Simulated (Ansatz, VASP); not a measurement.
# Two plane-wave programs on MgCd3Te4

```
CELL_PARAMETERS angstrom
6.53440 0.00000 0.00000
0.00000 6.53440 0.00000
0.00000 0.00000 6.53440
ATOMIC_POSITIONS crystal
Mg 0.00000 0.00000 0.00000
Te 0.24735 0.24735 0.24735
Te 0.75265 0.75265 0.24735
Te 0.75265 0.24735 0.75265
Te 0.24735 0.75265 0.75265
Cd 0.50000 0.50000 0.00000
Cd 0.50000 0.00000 0.50000
Cd 0.00000 0.50000 0.50000
```

Alike in both runs: task single point; functional PBE; k mesh 4 × 4 × 4; no spin polarisation.

|  | VASP | Ansatz |
| --- | --- | --- |
| version | VASP 6.6.1 | Ansatz 0.2.0 |
| potentials or method | VASP PAW PBE potentials, release 64 (Mg, Te, Cd) | plane waves, PAW |
| plane-wave cutoff (eV) | 520 | 420 |
| occupations | gaussian, width 0.01 eV | fixed |
| valence electrons in the cell | 62 | 134 |

VASP gave:

```
gap on the k mesh at the Fermi level (eV) : 1.08
pressure (GPa)                            : 1.0
rms of the force components (eV/Å)        : 0.017
```

What did Ansatz give for the same quantities?

gap on the k mesh at the Fermi level (eV): 1.09; pressure (GPa): 1.0; rms of the force components (eV/Å): 0.010.

VASP's potentials hold 62 valence electrons a cell and Ansatz's 134, so a difference there can come from the potentials and not from the codes.

Spin-orbit coupling is off throughout.
